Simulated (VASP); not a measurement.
## GaIr4: single point with PBE

Crystal: GaIr4.

```xyz
5
Lattice="3.9232 0.0000 0.0000 -1.9616 3.3976 0.0000 0.0000 0.0000 5.4841" Properties=species:S:1:pos:R:3 pbc="T T T"
Ga    0.0000    0.0000    2.7420
Ir    1.9616    0.0000    0.0000
Ir   -0.9808    1.6988    0.0000
Ir    0.9808    1.6988    0.0000
Ir    0.0000    0.0000    0.0000
```

```yaml
Program: VASP 6.6.1
Task: single point
Functional: PBE
Potentials_or_basis: VASP PAW PBE potentials, release 64 (Ga_d, Ir)
Cutoff: 520 eV
k_mesh: 6 × 6 × 4
Occupations: gaussian, width 0.1 eV
Spin: no spin polarisation
```

```json
{"Pressure": "412.1 GPa"}
```

Stress tensor (GPa, compression positive):
```
610.09   0.00   0.00
  0.00 610.09   0.00
  0.00   0.00  16.00
```

Levels at points of the mesh, in eV from the Fermi level:
```csv
k point,band 21,band 22,band 23,band 24,band 25,band 26,band 27,band 28
"(0.00, 0.00, 0.00)",-0.20,-0.20,-0.12,2.92,2.92,3.86,3.86,6.19
"(0.50, 0.00, 0.00)",-3.55,-2.48,-2.46,-1.48,-1.44,-0.30,0.83,1.56
"(0.00, 0.00, 0.50)",-0.20,-0.12,2.03,3.85,3.85,4.50,4.50,5.94
"(0.50, 0.00, 0.50)",-3.50,-3.13,-2.34,-2.06,-1.48,-1.44,-1.28,1.55
```

Wall time 43 s on 1 thread of Intel(R) Xeon(R) Platinum 8488C (Sapphire Rapids) (shared host), peak memory 0.21 GiB.

Caveat: spin-orbit coupling is left out, which moves the levels of the heavy elements.
